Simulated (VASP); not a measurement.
**Co: single point with r2SCAN**

Crystal: Co.

```
Co
1.0
     2.42715    0.00000    0.00000
    -1.21357    2.10197    0.00000
     0.00000    0.00000    3.91265
Co
2
Direct
  0.33333 0.66667 0.25000
  0.66667 0.33333 0.75000
```

* Program: VASP 6.6.1
* Task: single point
* Functional: r2SCAN
* Potentials or basis: VASP PAW PBE potentials, release 64 (Co)
* Cutoff: 520 eV
* k mesh: 15 × 15 × 8
* Occupations: gaussian, width 0.01 eV
* Spin: no spin polarisation
* Dipole correction: no
* Further INCAR settings: ALGO = Normal; EDIFF = 1e-06; NBANDS = 16

| Property | Result |
| --- | --- |
| Pressure | -0.8 GPa |
| Band gap on the k mesh | zero (bands 9 and 10 overlap by 1.69 eV) |

Stress tensor (GPa, compression positive):
```
-0.72  0.00  0.00
 0.00 -0.72  0.00
 0.00  0.00 -1.07
```

Levels at points of the mesh, in eV from the Fermi level:
```tsv
k point	band 6	band 7	band 8	band 9	band 10	band 11	band 12	band 13
(0.00, 0.00, 0.00)	-1.65	-1.65	-1.25	-1.25	-0.17	0.09	0.09	7.92
(0.00, 0.00, 0.50)	-2.13	-2.13	-2.13	-0.27	-0.27	-0.27	-0.27	16.90
```

Run time: 2.3 min on 1 thread of Intel(R) Xeon(R) Platinum 8259CL CPU @ 2.50GHz (Skylake/Cascade Lake), with other jobs on the host, peak memory 0.16 GiB.

Caveat: the PAW data sets were made with another functional, which shifts forces and pressure a little; the run has no spin polarisation, though such a crystal can be magnetic. Spin polarisation is off, so any magnetic state and its effect on volume and gap are missing.
